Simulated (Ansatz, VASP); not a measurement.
**Two plane-wave programs on SiC**

```xyz
4
Lattice="3.0754 0.0000 0.0000 -1.5377 2.6633 0.0000 0.0000 0.0000 5.0481" Properties=species:S:1:pos:R:3 pbc="T T T"
Si    0.0000    1.7756    2.5220
Si    1.5377    0.8878    5.0460
C     0.0000    1.7756    4.4192
C     1.5377    0.8878    1.8951
```

Alike in both runs: task single point; functional PBEsol; k mesh 6 × 6 × 4; occupations gaussian, width 0.2 eV; no spin polarisation.

|  | VASP | Ansatz |
| --- | --- | --- |
| version | VASP 6.6.1 | Ansatz 0.2.0 |
| potentials or method | VASP PAW PBE potentials, release 64 (Si, C) | plane waves |
| plane-wave cutoff (eV) | 520 | 420 |
| valence electrons in the cell | 16 | 16 |

|  | VASP | Ansatz | Ansatz less VASP |
| --- | --- | --- | --- |
| gap on the k mesh at the Fermi level (eV) | 2.11 | 2.12 | +0.011 |
| pressure (GPa) | 0.4 | 0.1 | -0.35 |
| traceless stress, the component that is largest in VASP (GPa) | -0.21 | -0.21 | -0.002 |
| rms of the force components (eV/Å) | 0.002 | 0.003 | +0.0006 |

VASP's potentials were made for PBE, not for PBEsol. Atom by atom the forces differ by 0.001 eV/Å (rms over components).
